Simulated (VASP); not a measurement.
# Ga (Cmcm) in VASP: further runs

Runs on Ga. Level: PBEsol. Tasks: single point.

Program: VASP 6.6.1. These are calculated values, not measurements. Logs are shortened: lines on timing, memory, paths and dates and some standing lists are left out, and cuts for length are marked.

## Step 1: The cell of the first run

The structure is orthorhombic, space group Cmcm (No. 63). Conventional cell: a = 2.900 Å, b = 8.130 Å, c = 3.170 Å, α = 90.00°, β = 90.00°, γ = 90.00°. Within 3.6 Å of Ga (site symmetry m2m) lie 10 Ga at 2.72 to 3.17 Å.

## Step 2: Single point, PBEsol

Contents of INCAR:

```
SYSTEM = Ga
PREC     = Accurate       ! precision mode
ENCUT    = 400            ! plane-wave cutoff, eV
EDIFF    = 1E-6           ! SCF threshold, eV
ISMEAR   = -1             ! smearing method
SIGMA    = 0.05           ! smearing width, eV
LREAL    = .False.        ! projectors in reciprocal space
LASPH    = .True.         ! aspherical terms in the spheres
NELM     = 120            ! most SCF steps
ALGO     = Normal         ! electronic algorithm
ISIF     = 2              ! what is computed and relaxed
LWAVE    = .False.        ! write WAVECAR
LCHARG   = .True.         ! write CHGCAR
GGA      = PS             ! functional
LELF     = .True.         ! ELF
LVHAR    = .True.       
NBANDS   = 20             ! bands
GGA_COMPAT= .False.
```

Contents of KPOINTS:

```
Automatic mesh
0
Gamma
  8 8 7
  0 0 0
```

Contents of POSCAR:

```
Ga
1.0
    1.4500000000     -4.0650000000      0.0000000000
    1.4500000000      4.0650000000      0.0000000000
    0.0000000000      0.0000000000      3.1700000000
Ga
2
Direct
    0.8639001230      0.1360998770      0.2500000000
    0.1360998770      0.8639001230      0.7500000000
```

Potentials or basis: VASP PAW PBE potentials, release 64 (Ga_d).

On the command line:

```sh
$ cat potpaw_PBE.64/Ga_d/POTCAR > POTCAR
$ mpirun -np 1 vasp_std > vasp.out
```

OUTCAR:

```text
SYSTEM = Ga
   PREC = Accurate
   ENCUT = 400
   EDIFF = 1E-6
   ISMEAR = -1
   LREAL = .False.
   LASPH = .True.
   NELM = 120
   ISIF = 2
   GGA = PS

 ion  position               nearest neighbor table
   1  0.864  0.136  0.250-   2 2.72   2 2.72   2 2.84   2 2.84   2 2.84   2 2.84
   2  0.136  0.864  0.750-   1 2.72   1 2.72   1 2.84   1 2.84   1 2.84   1 2.84

  LATTYP: Found a base centered orthorhombic cell.
 ALAT       =     2.9000000000
 B/A-ratio  =     2.8034482759
 C/A-ratio  =     1.0931034483

  Lattice vectors:

 A1 = (   1.4500000000,  -4.0650000000,   0.0000000000)
 A2 = (   1.4500000000,   4.0650000000,   0.0000000000)
 A3 = (   0.0000000000,   0.0000000000,   3.1700000000)

Analysis of symmetry for initial positions (statically):
=====================================================================
 Subroutine PRICEL returns:
 Original cell was already a primitive cell.

 Routine SETGRP: Setting up the symmetry group for a
 base centered orthorhombic supercell.

 Subroutine GETGRP returns: Found  8 space group operations
 (whereof  4 operations were pure point group operations)
 out of a pool of  8 trial point group operations.

The static configuration has the point symmetry C_2h.
 The point group associated with its full space group is D_2h.

Analysis of symmetry for dynamics (positions and initial velocities):
=====================================================================
 Subroutine PRICEL returns:
 Original cell was already a primitive cell.

 Routine SETGRP: Setting up the symmetry group for a
 base centered orthorhombic supercell.

 Subroutine GETGRP returns: Found  8 space group operations
 (whereof  4 operations were pure point group operations)
 out of a pool of  8 trial point group operations.

The dynamic configuration has the point symmetry C_2h.
 The point group associated with its full space group is D_2h.

 Subroutine INISYM returns: Found  8 space group operations
 (whereof  4 operations are pure point group operations),
 and found     1 'primitive' translations

----------------------------------------------------------------------------------------

                                     Primitive cell

[... 80 lines left out ...]
 SYSTEM =  Ga
   PREC   = accura    normal or accurate (medium, high low for compatibility)
   ISTART =      0    job   : 0-new  1-cont  2-samecut
   ICHARG =      2    charge: 1-file 2-atom 10-const
   ISPIN  =      1    spin polarized calculation?
   LNONCOLLINEAR =      F non collinear calculations
   LSORBIT =      F    spin-orbit coupling
   LASPH  =      T    aspherical Exc in radial PAW
   ENCUT  =  400.0 eV  29.40 Ry    5.42 a.u.   7.04  7.04  5.17*2*pi/ulx,y,z
   NELM   =    120;   NELMIN=  2; NELMDL= -5     # of ELM steps
   EDIFF  = 0.1E-05   stopping-criterion for ELM
   LREAL  =      F    real-space projection
   EDIFFG = 0.1E-04   stopping-criterion for IOM
   NSW    =      0    number of steps for IOM
   IBRION =     -1    ionic relax: 0-MD 1-quasi-New 2-CG
   NFREE  =      0    steps in history (QN), initial steepest desc. (CG)
   ISIF   =      2    stress and relaxation
   ISYM   =      2    0-nonsym 1-usesym 2-fastsym
   POTIM  = 0.5000    time-step for ionic-motion
   TEBEG  =    0.0;   TEEND  =   0.0 temperature during run
   PSTRESS=    0.0 pullay stress
   NELECT =      26.0000    total number of electrons
   NUPDOWN=      -1.0000    fix difference up-down
   EMIN   =  10.00;   EMAX   =-10.00  energy-range for DOS
   EFERMI =   0.00;   METHOD = LEGACY
   ISMEAR =    -1;   SIGMA  =   0.05  broadening in eV -4-tet -1-fermi 0-gaus
   EFERMI_NEDOS =   21; number of points for ismear=-14 and -15
   IALGO  =     38    algorithm
   IMIX   =      4    mixing-type and parameters
     AMIX     =   0.40;   BMIX     =  1.00
     AMIX_MAG =   1.60;   BMIX_MAG =  1.00
  volume/ion in A,a.u.               =      18.68       126.09
  Fermi-wavevector in a.u.,A,eV,Ry     =   1.450641  2.741314 28.631555  2.104360
  Thomas-Fermi vector in A             =   2.568230
   LORBIT       =      0    0 simple, 1 ext, 2 COOP (PROOUT), +10 PAW based schemes
   GGA     = PS    functional components
   LHFCALC =     F    Hartree Fock is set to
   AEXX    =    0.0000 exact exchange contribution
   IVDW    =     0    specifies the selected vdW correction
   LEPSILON=     F    determine dielectric tensor
   LRPA    =     F    only Hartree local field effects (RPA)
 non-spin polarized calculation
  energy-cutoff  :      400.00
  volume of cell :       37.37
 maximum number of plane-waves:       690
   NGX = 15   NGY = 15   NGZ = 11

 number of electron      25.9999986 magnetization

 Free energy of the ion-electron system (eV)
  ---------------------------------------------------
  ext. energy  EPLUGINS =         0.00000000
  ---------------------------------------------------
  free energy    TOTEN  =        -6.64627311 eV

  energy without entropy =       -6.63853645  energy(sigma->0) =       -6.64240478

 E-fermi :   5.5759     XC(G=0): -11.1562

 val. band max:        5.5756740994   @ k =   0.5000  -0.0000   0.2857
 cond. band min:       5.5778433038   @ k =   0.1250   0.1250   0.2857
 fundamental gap:      0.0021692044
 Fermi energy:         5.5759366821

 k-point     1 :       0.0000    0.0000    0.0000
  band No.  band energies     occupation
      1      -9.6432      2.00000
      2      -9.6074      2.00000
      3      -9.5395      2.00000
      4      -9.5276      2.00000
      5      -9.3495      2.00000
      6      -9.3349      2.00000
[... 541 lines left out ...]
     19      17.2181      0.00000
     20      18.0593      0.00000

 [... further k-points ...]

------------------------ aborting loop because EDIFF is reached ----------------------------------------

  FORCE on cell =-STRESS in cart. coord.  units (eV):
  Direction    XX          YY          ZZ          XY          YZ          ZX
  --------------------------------------------------------------------------------------
  -------------------------------------------------------------------------------------
  Total       -0.5024303     -0.4000138     -0.8150540      0.0000000      0.0000000      0.0000000
  in kB      -21.5411337    -17.1501413    -34.9445278      0.0000000      0.0000000      0.0000000
  external PRESSURE =     -24.5452676 kB  Pullay stress =       0.0000000 kB

 VOLUME and BASIS-vectors are now :
 -----------------------------------------------------------------------------
  energy-cutoff  :      400.00
  volume of cell :       37.37
      direct lattice vectors                 reciprocal lattice vectors
     1.450000000 -4.065000000  0.000000000     0.344827586 -0.123001230  0.000000000
     1.450000000  4.065000000  0.000000000     0.344827586  0.123001230  0.000000000
     0.000000000  0.000000000  3.170000000     0.000000000  0.000000000  0.315457413

 POSITION                                       TOTAL-FORCE (eV/Angst)
 -----------------------------------------------------------------------------------
      1.45000     -2.95851      0.79250         0.000000     -0.002266     -0.000000
      1.45000      2.95851      2.37750         0.000000      0.002266      0.000000
 -----------------------------------------------------------------------------------
    total drift:                                0.000000      0.000000      0.000000

  FREE ENERGIE OF THE ION-ELECTRON SYSTEM (eV)
  ---------------------------------------------------
  free  energy   TOTEN  =        -6.6462731071 eV

  energy  without entropy=       -6.6385364531  energy(sigma->0) =       -6.64240478
```

It took 16 s on 1 thread of Intel Xeon 6975P-C (Granite Rapids), shared host; peak memory 0.16 GiB.

Results:

* Free energy: -6.6463 eV
* Pressure: -2.5 GPa
* Band gap on the k mesh: zero (band 13 reaches 10.44 eV, above the bottom of band 14 at 2.34 eV)

Forces on the atoms (eV/Å):
```
Ga   0.000 -0.002  0.000
Ga   0.000  0.002  0.000
```

Stress tensor (GPa, compression positive):
```
-2.15  0.00  0.00
 0.00 -1.72  0.00
 0.00  0.00 -3.49
```

Caveat: the PAW data sets were made with another functional, which shifts forces and pressure a little.

## Step 3: Single point, PBEsol

Contents of INCAR:

```
SYSTEM = Ga
ALGO = Normal
EDIFF = 1E-6
ENCUT = 400
GGA = PS
GGA_COMPAT = .FALSE.
ISIF = 2
ISMEAR = -1
LASPH = .TRUE.
LCHARG = .FALSE.
LREAL = .FALSE.
LWAVE = .FALSE.
NBANDS = 20
NELM = 120
PREC = Accurate
SIGMA = 0.05
```

Contents of KPOINTS:

```
k-points
0
G
  8 8 7
  0 0 0
```

POSCAR, as its differences from that of step 2:

```diff
@@ -8,3 +8,3 @@
 Direct
-    0.8639001230      0.1360998770      0.2500000000
+    0.8639001230      0.1360998770      1.2500000000
     0.1360998770      0.8639001230      0.7500000000
```

Potentials or basis: VASP PAW PBE potentials, release 64 (Ga_d).

On the command line:

```sh
$ cat potpaw_PBE.64/Ga_d/POTCAR > POTCAR
$ mpirun -np 1 vasp_std > vasp.out
```

Wall time 14 s (1 thread of Intel Xeon 6975P-C (Granite Rapids), shared host); peak memory 0.17 GiB.

Results (log left out):

| Quantity | Value |
| --- | --- |
| Free energy | -6.6463 eV |
| Pressure | -2.5 GPa |
| Band gap on the k mesh | zero (band 13 reaches 10.44 eV, above the bottom of band 14 at 2.34 eV) |

Forces in eV/Å, atoms in the order of the input:
```
Ga   0.000 -0.002  0.000
Ga   0.000  0.002  0.000
```

Stress tensor (GPa, compression positive):
```
-2.15  0.00  0.00
 0.00 -1.72  0.00
 0.00  0.00 -3.49
```

Levels at points of the mesh, in eV from the Fermi level:
| k point | band 11 | band 12 | band 13 | band 14 | band 15 | band 16 |
| --- | --- | --- | --- | --- | --- | --- |
| (0.00, 0.00, 0.00) | -11.35 | -2.32 | -1.67 | 2.78 | 6.46 | 7.57 |
| (0.50, 0.00, 0.00) | -6.75 | -5.59 | -1.89 | -0.43 | 6.53 | 6.69 |
| (0.50, 0.50, 0.00) | -9.45 | -8.51 | 4.86 | 5.67 | 5.95 | 7.02 |

Caveat: the PAW data sets were made with another functional, which shifts forces and pressure a little.

## Step 4: Single point, PBEsol

Contents of INCAR:

```
SYSTEM = Ga
PREC     = Accurate       ! precision mode
ENCUT    = 400            ! plane-wave cutoff, eV
EDIFF    = 1E-6           ! SCF threshold, eV
ISMEAR   = -1             ! smearing method
SIGMA    = 0.05           ! smearing width, eV
LREAL    = .False.        ! projectors in reciprocal space
LASPH    = .True.         ! aspherical terms in the spheres
NELM     = 120            ! most SCF steps
ALGO     = Normal         ! electronic algorithm
ISIF     = 2              ! what is computed and relaxed
LWAVE    = .False.        ! write WAVECAR
LCHARG   = .False.        ! write CHGCAR
GGA      = PS             ! functional
NBANDS   = 20             ! bands
GGA_COMPAT= .False.
```

Contents of KPOINTS:

```
regular mesh
0
Gamma
  8 8 7
  0 0 0
```

Contents of POSCAR:

```
Ga
1.0
    1.4500000000     -4.0650000000      0.0000000000
    1.4500000000      4.0650000000      0.0000000000
    0.0000000000      0.0000000000      3.1700000000
Ga
2
Direct
    0.8639095941      0.1360904059      0.2500000000
    0.1360904059      0.8639095941      0.7500000000
```

On the command line:

```sh
$ cat potpaw_PBE.64/Ga_d/POTCAR > POTCAR
$ mpirun -np 1 vasp_std > vasp.out
```

It took 15 s on 1 thread of Intel Xeon 6975P-C (Granite Rapids), shared host; peak memory 0.17 GiB.

It converged, with:

| Item | Value |
| --- | --- |
| Free energy | -6.6463 eV |
| Pressure | -2.5 GPa |
| Band gap on the k mesh | zero (band 13 reaches 10.44 eV, above the bottom of band 14 at 2.33 eV) |

Stress tensor (GPa, compression positive):
```
-2.16  0.00  0.00
 0.00 -1.71  0.00
 0.00  0.00 -3.49
```

Levels at points of the mesh, in eV from the Fermi level:
```csv
k point,band 10,band 11,band 12,band 13,band 14,band 15,band 16,band 17
"(0.00, 0.00, 0.00)",-14.71,-11.35,-2.32,-1.67,2.78,6.46,7.57,8.84
"(0.50, 0.00, 0.00)",-14.76,-6.75,-5.59,-1.89,-0.43,6.53,6.69,8.68
"(0.50, 0.50, 0.00)",-14.76,-9.45,-8.52,4.86,5.67,5.95,7.02,7.06
```

Caveat: the PAW data sets were made with another functional, which shifts forces and pressure a little.

## Step 5: Single point, PBEsol

Contents of INCAR:

```
SYSTEM = Ga
ALGO     = Normal         ! electronic algorithm
EDIFF    = 1E-6           ! SCF threshold, eV
ENCUT    = 400            ! plane-wave cutoff, eV
GGA      = PS             ! functional
GGA_COMPAT= .False.      
ISIF     = 2              ! what is computed and relaxed
ISMEAR   = -1             ! smearing method
LASPH    = .True.         ! aspherical terms in the spheres
LCHARG   = .False.        ! write CHGCAR
LREAL    = .False.        ! projectors in reciprocal space
LWAVE    = .False.        ! write WAVECAR
NBANDS   = 20             ! bands
NELM     = 120            ! most SCF steps
PREC     = Accurate       ! precision mode
SIGMA    = 0.05           ! smearing width, eV
```

Contents of KPOINTS:

```
k-points
0
Gamma
  8 8 7
  0 0 0
```

POSCAR, as its differences from that of step 4:

```diff
@@ -8,3 +8,3 @@
 Direct
-    0.8639095941      0.1360904059      0.2500000000
+    0.8639095941      0.1360904059      1.2500000000
     0.1360904059      0.8639095941      0.7500000000
```

On the command line:

```sh
$ cat potpaw_PBE.64/Ga_d/POTCAR > POTCAR
$ mpirun -np 1 vasp_std > vasp.out
```

It took 17 s on 1 thread of Intel Xeon 6975P-C (Granite Rapids), shared host; peak memory 0.16 GiB.

Results (log left out):

* Free energy: -6.6463 eV
* Pressure: -2.5 GPa
* Band gap on the k mesh: zero (band 13 reaches 10.44 eV, above the bottom of band 14 at 2.33 eV)

Stress tensor (GPa, compression positive):
```
-2.16  0.00  0.00
 0.00 -1.71  0.00
 0.00  0.00 -3.49
```

Levels at points of the mesh, in eV from the Fermi level:
```csv
k point,band 10,band 11,band 12,band 13,band 14,band 15,band 16,band 17
"(0.00, 0.00, 0.00)",-14.71,-11.35,-2.32,-1.67,2.78,6.46,7.57,8.84
"(0.50, 0.00, 0.00)",-14.76,-6.75,-5.59,-1.89,-0.43,6.53,6.69,8.68
"(0.50, 0.50, 0.00)",-14.76,-9.45,-8.52,4.86,5.67,5.95,7.02,7.06
```

Caveat: the PAW data sets were made with another functional, which shifts forces and pressure a little.
